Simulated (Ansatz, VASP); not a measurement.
**Te2Mo: VASP beside Ansatz**

```
Te Mo
1.0
     3.50388    0.00000    0.00000
    -1.75194    3.03445    0.00000
     0.00000    0.00000   24.76772
Te Mo
4 2
Direct
  0.33333 0.66667 0.18169
  0.33333 0.66667 0.32841
  0.00000 0.00000 0.46891
  0.00000 0.00000 0.61563
  0.66667 0.33333 0.25505
  0.66667 0.33333 0.54227
```

Alike in both runs: task single point; functional PBE; dispersion D3(BJ); k mesh 9 × 9 × 1; occupations gaussian, width 0.05 eV; no spin polarisation.

```csv
,VASP,Ansatz
version,VASP 6.6.1,Ansatz 0.2.0
potentials or method,"VASP PAW PBE potentials, release 64 (Te, Mo_sv), cutoff 520 eV","scalar-relativistic, plane waves, PAW"
valence electrons in the cell,52,92
```

VASP gave:

- gap on the k mesh at the Fermi level (eV): 1.12
- least direct gap on the mesh (eV): 1.16
- rms of the force components (eV/Å): 0.013

**Question.** Which values does Ansatz return?

**Answer.** gap on the k mesh at the Fermi level (eV): 1.11; least direct gap on the mesh (eV): 1.16; rms of the force components (eV/Å): 0.013.

VASP's potentials hold 52 valence electrons a cell and Ansatz's 92, so a difference there can come from the potentials and not from the codes.

Neither program's run includes spin-orbit coupling.
